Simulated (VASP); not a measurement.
Here is a VASP 6.6.1 calculation.

File INCAR:

```
PREC = Accurate
ENCUT = 520
EDIFF = 1E-8
ISMEAR = -1
SIGMA = 0.02
LREAL = F
LASPH = T
NELM = 60
ALGO = Normal
ISIF = 2
LWAVE = F
LCHARG = F
GGA = PE
LEFG = T
NBANDS = 15
```

KPOINTS

```
Automatic mesh
0
Gamma
  8 8 8
```

Contents of POSCAR:

```
SrO
1.0
    0.0000000000      2.5482040210      2.5482040210
    2.5482040210      0.0000000000      2.5482040210
    2.5482040210      2.5482040210      0.0000000000
Sr O
1 1
Direct
    0.0000000000      0.0000000000      0.0000000000
    0.5000000000      0.5000000000      0.5000000000
```

Potentials or basis: VASP PAW PBE potentials, release 64 (Sr_sv, O).

Launch:

```sh
$ cat potpaw_PBE.64/Sr_sv/POTCAR potpaw_PBE.64/O/POTCAR > POTCAR
$ mpirun -np 1 vasp_std > vasp.out
```

(1) Estimate the pressure.

(2) Estimate the band gap on the k mesh.

Answers

(1) 6.2 GPa.

(2) 3.25 eV, indirect (least direct gap 3.32 eV).

Caveat: without QUAD_EFG the Cq values of the log hold for a quadrupole moment of 1 mb, not for the nuclei.
